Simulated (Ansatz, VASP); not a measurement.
# Two plane-wave programs on PbF2

The input INCAR:

```
SYSTEM = PbF2
ALGO = Normal
EDIFF = 1E-8
ENCUT = 520
GGA = CA
ISIF = 2
ISMEAR = -1
LASPH = .TRUE.
LCHARG = .FALSE.
LEFG = .TRUE.
LREAL = .FALSE.
LWAVE = .FALSE.
NBANDS = 21
NELM = 80
PREC = Accurate
SIGMA = 0.03
```

KPOINTS

```
k-points
0
G
  7 7 7
  0 0 0
```

POSCAR

```
PbF2
1.0
    0.0000000000      2.9698500000      2.9995485000
    2.9698500000      0.0000000000      2.9995485000
    2.9698500000      2.9698500000      0.0000000000
Pb F
1 2
Direct
    0.0000000000      0.0000000000      0.0000000000
    0.2500000000      0.2500000000      0.2500000000
    0.7500000000      0.7500000000      0.7500000000
```

Input for Ansatz:

```yaml
crystal:
  lattice:
    - [0.0, 2.96985, 2.9995485]
    - [2.96985, 0.0, 2.9995485]
    - [2.96985, 2.96985, 0.0]
  atoms:
    - { symbol: Pb, position: [0.0, 0.0, 0.0] }
    - { symbol: F, position: [0.25, 0.25, 0.25] }
    - { symbol: F, position: [0.75, 0.75, 0.75] }
kpoints:
  mp_grid: { grid: [7, 7, 7] }
scf:
  occupations: { method: fermi_dirac, width: 0.03 }
hamiltonian:
  xc: lda
  pseudopotentials: { kind: paw }
output:
  forces: true
  stress: true
  eigenvalues: true
  efg: { contact_densities: true }
  write_density: true
  write_potential: true
  elf: true
  volumetric_format: npy
```

Change from the starting cell: zz strain of +1 %, PAW files.

Alike in both runs: task electric field gradients; functional LDA; k mesh 7 × 7 × 7; occupations fermi-dirac, width 0.03 eV; no spin polarisation.

```csv
,VASP,Ansatz
version,VASP 6.6.1,Ansatz 0.2.0
potentials or method,"VASP PAW LDA potentials, release 64 (Pb_d, F)","PAW with Ansatz's default frozen-core files, scalar-relativistic"
plane-wave cutoff (eV),520,420
valence electrons in the cell,28,28
```

Ansatz gave:

```
gap on the k mesh at the Fermi level (eV)                     : 4.27
pressure (GPa)                                                : -5.5
traceless stress, the component that is largest in VASP (GPa) : -0.38
size of Vzz on the site where it differs most (V/Å²)          : 5.5
```

**Question.** Estimate VASP's values.

**Answer.** gap on the k mesh at the Fermi level (eV): 4.23; pressure (GPa): -5.6; traceless stress, the component that is largest in VASP (GPa): -0.38; size of Vzz on the site where it differs most (V/Å²): 3.7.

LDA's correlation is that of Perdew and Zunger in VASP and of Perdew and Wang (1992) in Ansatz.

Neither program's run includes spin-orbit coupling.
